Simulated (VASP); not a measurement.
# Ga3BAs2 (P6/mmm) in VASP: notebook

Runs on Ga3BAs2. Level: PBE. Tasks: single point, relaxation of cell and atoms.

All numbers are computed with VASP 6.6.1; they aren't measurements. Logs are shortened: lines on timing, memory, paths and dates and some standing lists are left out, and cuts for length are marked.

**1. The cell of the first run**

The structure is hexagonal, space group P6/mmm (No. 191). The conventional cell has a = 6.401 Å, b = 6.401 Å, c = 3.795 Å, α = 90.00°, β = 90.00°, γ = 120.00°. Within 3.5 Å of Ga (site symmetry mmm) lie 4 As at 2.65 Å and 4 Ga at 3.20 Å. B (site symmetry 6/mmm) has 6 As at 3.70 Å and 12 Ga at 3.72 Å and 2 B at 3.80 Å within 4.9 Å. Within 3.5 Å of As (site symmetry -6m2) lie 6 Ga at 2.65 Å.

The cell was generated, and may not be a known phase.

**2. Single point, PBE**

The input, INCAR:

```
PREC = Accurate
ENCUT = 520
EDIFF = 1E-6
ISMEAR = 0
SIGMA = 0.1
LREAL = F
LASPH = T
NELM = 60
ALGO = Normal
ISIF = 2
LWAVE = F
LCHARG = T
GGA = PE
LELF = T
LVHAR = T
NBANDS = 35
```

The input, KPOINTS:

```
regular mesh
0
Gamma
  6 6 10
```

The input, POSCAR:

```
Ga3BAs2
1.0
    6.4011408612      0.0000000000      0.0000000000
   -3.2005704306      5.5435505990      0.0000000000
    0.0000000000      0.0000000000      3.7951555781
Ga B As
3 1 2
Direct
    0.5000000000      0.0000000000      0.5000000000
    0.5000000000      0.5000000000      0.5000000000
    0.0000000000      0.5000000000      0.5000000000
    0.0000000000      0.0000000000      0.0000000000
    0.3333333333      0.6666666667      0.0000000000
    0.6666666667      0.3333333333      0.0000000000
```

Potentials or basis: VASP PAW PBE potentials, release 64 (Ga_d, B, As).

Run with:

```sh
> cat potpaw_PBE.64/Ga_d/POTCAR potpaw_PBE.64/B/POTCAR potpaw_PBE.64/As/POTCAR > POTCAR
> mpirun -np 1 vasp_std > vasp.out
```

OUTCAR:

```text
PREC = Accurate
   ENCUT = 520
   EDIFF = 1E-6
   ISMEAR = 0
   LREAL = F
   LASPH = T
   NELM = 60
   ISIF = 2
   GGA = PE

 ion  position               nearest neighbor table
   1  0.500  0.000  0.500-   5 2.65   6 2.65   5 2.65   6 2.65
   2  0.500  0.500  0.500-   5 2.65   6 2.65   5 2.65   6 2.65
   3  0.000  0.500  0.500-   5 2.65   6 2.65   5 2.65   6 2.65
   4  0.000  0.000  0.000-
   5  0.333  0.667  0.000-   1 2.65   1 2.65   3 2.65   3 2.65   2 2.65   2 2.65
   6  0.667  0.333  0.000-   1 2.65   1 2.65   3 2.65   3 2.65   2 2.65   2 2.65

  LATTYP: Found a hexagonal cell.
 ALAT       =     6.4011408612
 C/A-ratio  =     0.5928873712

  Lattice vectors:

 A1 = (   6.4011408612,   0.0000000000,   0.0000000000)
 A2 = (  -3.2005704306,   5.5435505990,   0.0000000000)
 A3 = (   0.0000000000,   0.0000000000,   3.7951555781)

Analysis of symmetry for initial positions (statically):
=====================================================================
 Subroutine PRICEL returns:
 Original cell was already a primitive cell.

 Routine SETGRP: Setting up the symmetry group for a
 hexagonal supercell.

 Subroutine GETGRP returns: Found 24 space group operations
 (whereof 24 operations were pure point group operations)
 out of a pool of 24 trial point group operations.

The static configuration has the point symmetry D_6h.

Analysis of symmetry for dynamics (positions and initial velocities):
=====================================================================
 Subroutine PRICEL returns:
 Original cell was already a primitive cell.

 Routine SETGRP: Setting up the symmetry group for a
 hexagonal supercell.

 Subroutine GETGRP returns: Found 24 space group operations
 (whereof 24 operations were pure point group operations)
 out of a pool of 24 trial point group operations.

The dynamic configuration has the point symmetry D_6h.

 Subroutine INISYM returns: Found 24 space group operations
 (whereof 24 operations are pure point group operations),
 and found     1 'primitive' translations

----------------------------------------------------------------------------------------

                                     Primitive cell

  volume of cell :     134.6713

  direct lattice vectors                    reciprocal lattice vectors
     6.401140861  0.000000000  0.000000000     0.156222152  0.090194901  0.000000000
    -3.200570431  5.543550599  0.000000000     0.000000000  0.180389803  0.000000000
     0.000000000  0.000000000  3.795155578     0.000000000  0.000000000  0.263493809

  length of vectors
     6.401140861  6.401140861  3.795155578     0.180389803  0.180389803  0.263493809

  position of ions in fractional coordinates (direct lattice)
     0.500000000  0.000000000  0.500000000
     0.500000000  0.500000000  0.500000000
     1.000000000  0.500000000  0.500000000
     0.000000000  0.000000000  0.000000000
     0.333333333  0.666666667  0.000000000
     0.666666667  0.333333333  0.000000000

  ion indices of the primitive-cell ions
   primitive index   ion index
                 1           1
                 2           2
                 3           3
                 4           4
                 5           5
                 6           6

----------------------------------------------------------------------------------------

 KPOINTS: regular mesh

Automatic generation of k-mesh.
 Grid dimensions read from file:
 generate k-points for:    6    6   10

 Generating k-lattice:

  Cartesian coordinates                     Fractional coordinates (reciprocal lattice)
     0.026037025  0.015032484  0.000000000     0.166666667 -0.000000000  0.000000000
     0.000000000  0.030064967  0.000000000     0.000000000  0.166666667  0.000000000
     0.000000000  0.000000000  0.026349381     0.000000000  0.000000000  0.100000000

  Length of vectors
     0.030064967  0.030064967  0.026349381

  Shift w.r.t. Gamma in fractional coordinates (k-lattice)
     0.000000000  0.000000000  0.000000000

 Subroutine IBZKPT returns following result:
 ===========================================

 Found     42 irreducible k-points:

 Following reciprocal coordinates:
            Coordinates               Weight
  0.000000  0.000000  0.000000      1.000000
  0.166667  0.000000  0.000000      6.000000
  0.333333  0.000000  0.000000      6.000000
  0.500000  0.000000  0.000000      3.000000
  0.166667  0.166667  0.000000      6.000000
  0.333333  0.166667  0.000000     12.000000
[... 16 lines left out ...]
  0.166667  0.000000  0.300000     12.000000
  0.333333  0.000000  0.300000     12.000000
 [... further k-points ...]
   k-points           NKPTS =     42   k-points in BZ     NKDIM =     42   number of bands    NBANDS=     35
   number of dos      NEDOS =    301   number of ions     NIONS =      6
   total plane-waves  NPLWV =  64512
   dimension x,y,z NGX =    48 NGY =   48 NGZ =   28
   dimension x,y,z NGXF=    96 NGYF=   96 NGZF=   56
   ions per type =               3   1   2
   NGX,Y,Z   is equivalent  to a cutoff of  12.47, 12.47, 12.27 a.u.
   NGXF,Y,Z  is equivalent  to a cutoff of  24.93, 24.93, 24.53 a.u.
 SYSTEM =  unknown system
   PREC   = accura    normal or accurate (medium, high low for compatibility)
   ISTART =      0    job   : 0-new  1-cont  2-samecut
   ICHARG =      2    charge: 1-file 2-atom 10-const
   ISPIN  =      1    spin polarized calculation?
   LNONCOLLINEAR =      F non collinear calculations
   LSORBIT =      F    spin-orbit coupling
   LASPH  =      T    aspherical Exc in radial PAW
   ENCUT  =  520.0 eV  38.22 Ry    6.18 a.u.  11.90 11.90  7.06*2*pi/ulx,y,z
   NELM   =     60;   NELMIN=  2; NELMDL= -5     # of ELM steps
   EDIFF  = 0.1E-05   stopping-criterion for ELM
   LREAL  =      F    real-space projection
   EDIFFG = 0.1E-04   stopping-criterion for IOM
   NSW    =      0    number of steps for IOM
   IBRION =     -1    ionic relax: 0-MD 1-quasi-New 2-CG
   NFREE  =      0    steps in history (QN), initial steepest desc. (CG)
   ISIF   =      2    stress and relaxation
   ISYM   =      2    0-nonsym 1-usesym 2-fastsym
   POTIM  = 0.5000    time-step for ionic-motion
   TEBEG  =    0.0;   TEEND  =   0.0 temperature during run
   PSTRESS=    0.0 pullay stress
   NELECT =      52.0000    total number of electrons
   NUPDOWN=      -1.0000    fix difference up-down
   EMIN   =  10.00;   EMAX   =-10.00  energy-range for DOS
   EFERMI =   0.00;   METHOD = LEGACY
   ISMEAR =     0;   SIGMA  =   0.10  broadening in eV -4-tet -1-fermi 0-gaus
   EFERMI_NEDOS =   21; number of points for ismear=-14 and -15
   IALGO  =     38    algorithm
   IMIX   =      4    mixing-type and parameters
     AMIX     =   0.40;   BMIX     =  1.00
     AMIX_MAG =   1.60;   BMIX_MAG =  1.00
  volume/ion in A,a.u.               =      22.45       151.47
  Fermi-wavevector in a.u.,A,eV,Ry     =   1.192114  2.252768 19.335711  1.421135
  Thomas-Fermi vector in A             =   2.328159
   LORBIT       =      0    0 simple, 1 ext, 2 COOP (PROOUT), +10 PAW based schemes
   GGA     = PE    functional components
   LHFCALC =     F    Hartree Fock is set to
   AEXX    =    0.0000 exact exchange contribution
   IVDW    =     0    specifies the selected vdW correction
   LEPSILON=     F    determine dielectric tensor
   LRPA    =     F    only Hartree local field effects (RPA)
 non-spin polarized calculation
 Gauss-broadening in eV      SIGMA  =   0.10
  energy-cutoff  :      520.00
  volume of cell :      134.67
 maximum number of plane-waves:      3660
 NGX is ok and might be reduce to    48
   NGX = 23   NGY = 23   NGZ = 15

 number of electron      52.0000002 magnetization

 Free energy of the ion-electron system (eV)
  ---------------------------------------------------
  ext. energy  EPLUGINS =         0.00000000
  ---------------------------------------------------
  free energy    TOTEN  =       -19.14002256 eV

  energy without entropy =      -19.12345336  energy(sigma->0) =      -19.13173796

 E-fermi :   3.5874     XC(G=0):  -9.5366

 val. band max:        3.5838210765   @ k =   0.0000   0.0000   0.2000
 cond. band min:       3.5932817864   @ k =   0.1667   0.0000   0.2000
 fundamental gap:      0.0094607099
 Fermi energy:         3.5873839237

 k-point     1 :       0.0000    0.0000    0.0000
  band No.  band energies     occupation
      1     -11.6311      2.00000
      2     -11.5074      2.00000
      3     -11.5007      2.00000
      4     -11.5007      2.00000
      5     -11.4646      2.00000
      6     -11.4489      2.00000
[... 27 lines left out ...]
     34       7.4578      0.00000
     35       7.4578      0.00000

 k-point     2 :       0.1667    0.0000    0.0000
  band No.  band energies     occupation
      1     -11.6177      2.00000
      2     -11.5010      2.00000
      3     -11.4993      2.00000
      4     -11.4912      2.00000
      5     -11.4598      2.00000
      6     -11.4564      2.00000
[... 27 lines left out ...]
     34       7.3635      0.00000
     35       7.5137      0.00000

 k-point     3 :       0.3333    0.0000    0.0000
  band No.  band energies     occupation
      1     -11.5848      2.00000
      2     -11.4969      2.00000
      3     -11.4850      2.00000
      4     -11.4771      2.00000
      5     -11.4657      2.00000
      6     -11.4490      2.00000
[... 27 lines left out ...]
     34       7.7525      0.00000
     35       7.8839      0.00000
[... 723 lines left out ...]
 k-point    23 :       0.1667    0.0000    0.3000
  band No.  band energies     occupation
      1     -11.6082      2.00000
      2     -11.5660      2.00000
      3     -11.4965      2.00000
      4     -11.4886      2.00000
      5     -11.4481      2.00000
      6     -11.4399      2.00000
[... 27 lines left out ...]
     34       8.9983      0.00000
     35       9.8188      0.00000

 k-point    24 :       0.3333    0.0000    0.3000
  band No.  band energies     occupation
      1     -11.5834      2.00000
      2     -11.5453      2.00000
      3     -11.4935      2.00000
      4     -11.4644      2.00000
      5     -11.4634      2.00000
      6     -11.4516      2.00000
[... 27 lines left out ...]
     34       8.2159      0.00000
     35       9.4888      0.00000

 [... further k-points ...]

------------------------ aborting loop because EDIFF is reached ----------------------------------------

  FORCE on cell =-STRESS in cart. coord.  units (eV):
  Direction    XX          YY          ZZ          XY          YZ          ZX
  --------------------------------------------------------------------------------------
  -------------------------------------------------------------------------------------
  Total        0.0972237      0.0972237      0.1971912      0.0000000     -0.0000000      0.0000000
  in kB        1.1566648      1.1566648      2.3459733      0.0000000     -0.0000000      0.0000000
  external PRESSURE =       1.5531010 kB  Pullay stress =       0.0000000 kB

 VOLUME and BASIS-vectors are now :
 -----------------------------------------------------------------------------
  energy-cutoff  :      520.00
  volume of cell :      134.67
      direct lattice vectors                 reciprocal lattice vectors
     6.401140861  0.000000000  0.000000000     0.156222152  0.090194901  0.000000000
    -3.200570431  5.543550599  0.000000000     0.000000000  0.180389803  0.000000000
     0.000000000  0.000000000  3.795155578     0.000000000  0.000000000  0.263493809

 POSITION                                       TOTAL-FORCE (eV/Angst)
 -----------------------------------------------------------------------------------
      3.20057      0.00000      1.89758         0.000000      0.000000      0.000000
      1.60029      2.77178      1.89758         0.000000      0.000000      0.000000
     -1.60029      2.77178      1.89758         0.000000      0.000000      0.000000
      0.00000      0.00000      0.00000         0.000000      0.000000      0.000000
     -0.00000      3.69570      0.00000        -0.000000      0.000000     -0.000000
      3.20057      1.84785      0.00000         0.000000     -0.000000      0.000000
 -----------------------------------------------------------------------------------
    total drift:                                0.000000      0.000000     -0.000000

  FREE ENERGIE OF THE ION-ELECTRON SYSTEM (eV)
  ---------------------------------------------------
  free  energy   TOTEN  =       -19.1400225589 eV

  energy  without entropy=      -19.1234533642  energy(sigma->0) =      -19.13173796
```

Run time: 2.7 min. Hardware: 1 thread of Intel Xeon Platinum 8259CL at 2.50GHz (Skylake/Cascade Lake), shared host; peak memory 0.34 GiB.

What came out:

* Free energy: -19.1400 eV
* Pressure: 0.2 GPa
* Band gap on the k mesh: zero (bands 26 and 27 overlap by 1.98 eV)

**3. Relaxation of cell and atoms, PBE**

This run uses another cell than the first one, of 22.71 Å³/atom.

The input, INCAR:

```
PREC = Accurate
ENCUT = 600
EDIFF = 1E-6
ISMEAR = 0
SIGMA = 0.1
LREAL = False
LASPH = True
NELM = 60
ALGO = Normal
ISIF = 3
LWAVE = False
LCHARG = False
GGA = PE
IBRION = 2
NSW = 100
EDIFFG = -0.01
```

KPOINTS is that of step 2.

Edit POSCAR of step 2 so:

```diff
@@ -2,5 +2,5 @@
 1.0
-    6.4011408612      0.0000000000      0.0000000000
-   -3.2005704306      5.5435505990      0.0000000000
-    0.0000000000      0.0000000000      3.7951555781
+    6.5380773861      0.0000000000      0.0000000000
+   -3.2690386930      5.6621411082      0.0000000000
+    0.0000000000      0.0000000000      3.6807843522
 Ga B As
```

Potentials or basis: VASP PAW PBE potentials, release 64 (Ga_d, B, As).

Run with:

```sh
> cat potpaw_PBE.64/Ga_d/POTCAR potpaw_PBE.64/B/POTCAR potpaw_PBE.64/As/POTCAR > POTCAR
> mpirun -np 1 vasp_std > vasp.out
```

Wall time 14 min (1 thread of Intel Xeon Platinum 8259CL at 2.50GHz (Skylake/Cascade Lake), shared host); peak memory 0.43 GiB.

Results (log left out):

```
Free energy                           : -19.1401 eV
Relaxed volume                        : 22.52 Å³/atom
Relaxed cell                          : a = 6.404 Å, b = 6.404 Å, c = 3.804 Å, α = 90.00°, β = 90.00°, γ = 120.00°
Space group after relaxing (to 0.1 Å) : P6/mmm (No. 191)
Energy gained by relaxing             : 3.8 meV/atom
Ionic steps                           : 5
Pressure after relaxing               : -0.1 GPa
Band gap on the k mesh                : zero (bands 26 and 27 overlap by 1.98 eV)
```

The path:
```
step  energy change (eV)  largest force (eV/Å)  pressure (GPa)  volume (Å³)
   1              0.0000                0.0000            0.23       136.26
   2             -0.0083                0.0000           -0.09       136.90
   3             -0.0141                0.0000           -0.64       138.00
   4             -0.0198                0.0000           -0.38       136.77
   5             -0.0228                0.0000           -0.06       135.12
```

Final structure:
```xyz
6
Lattice="6.4041 0.0000 0.0000 -3.2021 5.5461 0.0000 0.0000 0.0000 3.8042" Properties=species:S:1:pos:R:3 pbc="T T T"
Ga    3.2021    0.0000    1.9021
Ga    1.6010    2.7731    1.9021
Ga   -1.6010    2.7731    1.9021
B     0.0000    0.0000    0.0000
As    0.0000    3.6974    0.0000
As    3.2021    1.8487    0.0000
```

Levels at points of the mesh, in eV from the Fermi level:
```
           k point  band 24  band 25  band 26  band 27  band 28  band 29
(0.00, 0.00, 0.00)    -2.30    -0.31     0.91     0.91     1.64     1.87
(0.50, 0.00, 0.00)    -1.41    -0.52    -0.45    -0.19     0.59     1.60
(0.00, 0.00, 0.50)    -3.96    -1.30    -1.30    -0.46    -0.25    -0.25
(0.50, 0.00, 0.50)    -2.51    -1.61    -0.11    -0.09     0.22     0.92
```
